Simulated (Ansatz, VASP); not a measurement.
# AlB3P4 in VASP and in Ansatz

```
Al B P
1.0
     3.35022    0.00000    0.00000
     0.00000    6.81330    0.00000
     0.00000    0.00000    4.83644
Al B P
1 3 4
Direct
  0.00000 0.00000 0.99935
  0.00000 0.50000 0.99383
  0.50000 0.73161 0.49933
  0.50000 0.26839 0.49933
  0.00000 0.72039 0.73033
  0.00000 0.27961 0.73033
  0.50000 0.50000 0.23170
  0.50000 0.00000 0.31581
```

Alike in both runs: task relaxation of cell and atoms; functional PBE; k mesh 10 × 6 × 8; occupations gaussian, width 0.02 eV; no spin polarisation.

```csv
,VASP,Ansatz
version,VASP 6.6.1,Ansatz 0.2.0
potentials or method,"VASP PAW PBE potentials, release 64 (Al, B, P), cutoff 500 eV","scalar-relativistic, plane waves, PAW"
valence electrons in the cell,32,32
```

VASP gave:

| Property | Result |
| --- | --- |
| gap on the k mesh at the Fermi level, each at its own relaxed structure (eV) | 0.40 |
| relaxed volume (Å³/atom) | 13.77 |
| relaxed cell length with the largest relative difference (Å) | 3.345 |

Question: Estimate Ansatz's values.

Answer: gap on the k mesh at the Fermi level, each at its own relaxed structure (eV): 0.41; relaxed volume (Å³/atom): 13.79; relaxed cell length with the largest relative difference (Å): 3.347.
